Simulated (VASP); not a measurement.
Crystal: Sb.

```
CELL_PARAMETERS angstrom
3.21000 0.00000 0.00000
0.00000 3.21000 0.00000
0.00000 0.00000 3.21000
ATOMIC_POSITIONS crystal
Sb 0.00000 0.00000 0.00000
```

```yaml
Program: VASP 6.6.1
Task: relaxation of cell and atoms
Functional: PBEsol
Potentials_or_basis: VASP PAW PBE potentials, release 64 (Sb)
Cutoff: 600 eV
k_mesh: 14 × 14 × 14
Occupations: methfessel-paxton, width 0.1 eV
Spin: no spin polarisation
```

At the start: pressure -6.4 GPa; volume 33.08 Å³/atom.

Question: Where does the relaxation end?

Answer: Over 3 steps the energy falls by 97.1 meV/atom and the volume is 28.75 Å³/atom (-13.1 %); space group Pm-3m (No. 221, to 0.05 Å).

Step by step:
| step | energy change (eV) | largest force (eV/Å) | pressure (GPa) | volume (Å³) |
| --- | --- | --- | --- | --- |
| 1 | 0.0000 | 0.0000 | -6.36 | 33.08 |
| 2 | -0.0790 | 0.0000 | 3.89 | 27.18 |
| 3 | -0.0971 | 0.0000 | -0.02 | 28.75 |

Final structure:
```
Sb
1.0
     3.06355    0.00000    0.00000
     0.00000    3.06355    0.00000
     0.00000    0.00000    3.06355
Sb
1
Direct
  0.00000 0.00000 0.00000
```

Caveat: the PAW data sets were made with another functional, which shifts forces and pressure a little.
